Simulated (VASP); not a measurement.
MnSb, 4 atoms in the cell. Symmetry: P6_3/mmc, No. 194, hexagonal system. The conventional cell has a = 4.150 Å, b = 4.150 Å, c = 5.780 Å, α = 90.00°, β = 90.00°, γ = 120.00°. Within 3.7 Å of Mn (site symmetry -3m) lie 6 Sb at 2.80 Å and 2 Mn at 2.89 Å. Sb (site symmetry -6m2) has 6 Mn at 2.80 Å and 6 Sb at 3.75 Å within 3.8 Å. 

```yaml
Program: VASP 6.6.1
Task: single point
Functional: PBEsol
Potentials_or_basis: VASP PAW PBE potentials, release 64 (Mn_pv, Sb)
Cutoff: 520 eV
k_mesh: 9 × 9 × 6
Occupations: fermi-dirac, width 0.1 eV
Spin: collinear spin, ferromagnetic start
Starting_moments: "[1.33, 1.33, 0.0, 0.0] μB"
Fixed_moment: 2.66 μB
Dipole_correction: no
Further_INCAR_settings: ALGO = Normal; EDIFF = 1e-06; NBANDS = 30
```

Potentials or basis: VASP PAW PBE potentials, release 64 (Mn_pv, Sb).

Command:

```sh
$ cat potpaw_PBE.64/Mn_pv/POTCAR potpaw_PBE.64/Sb/POTCAR > POTCAR
$ mpirun -np 1 vasp_std > vasp.out
```

Hardware: 1 thread of AMD EPYC 9R45 96-Core Processor (Zen 5), with other jobs on the host.

Question: Estimate the wall time of this run.

Answer: It took 110 s on 1 thread of AMD EPYC 9R45 96-Core Processor (Zen 5), with other jobs on the host, peak memory 0.33 GiB. Counts: scf iterations 15, k points 48.
